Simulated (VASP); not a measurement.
Runs of VASP 6.6.1 on Zn3SeS2. The structure is that of space group P3m1 (No. 156), or close to it. The cells are those of the table. 

| level | cell | smearing | gap on the mesh (eV) | pressure (GPa) | largest force (eV/Å) |
| --- | --- | --- | --- | --- | --- |
| PBE | a = 3.877, b = 3.877, c = 9.506 Å, angles 90.0, 90.0, 120.0°, 6 atoms | gaussian 0.02 eV | 1.55 | 2.3 | 0.01 |
| PBE | a = 3.917, b = 3.917, c = 9.603 Å, angles 90.0, 90.0, 120.0°, 6 atoms | gaussian 0.01 eV | 1.43 | 0.2 | 0.01 |
| r2SCAN | a = 3.917, b = 3.917, c = 9.600 Å, angles 90.0, 90.0, 120.0°, 6 atoms | gaussian 0.02 eV | 1.98 | (b) | (a) |
| PBE | a = 3.917, b = 3.917, c = 9.600 Å, angles 90.0, 90.0, 120.0°, 6 atoms | gaussian 0.02 eV | 1.43 | 0.2 | 0.01 |

Alike in all rows: task single point; potentials or basis VASP PAW PBE potentials, release 64 (Zn, Se, S); no spin polarisation; k mesh 12 × 12 × 4; cutoff (eV) 520.

Task: Fill in the values left out.

Result: (a) 0.03; (b) -2.2.

Caveats: the PAW data sets were made with another functional, which shifts forces and pressure a little (some runs).

A k mesh can miss the band edges, and the runs leave out spin-orbit coupling on Se.
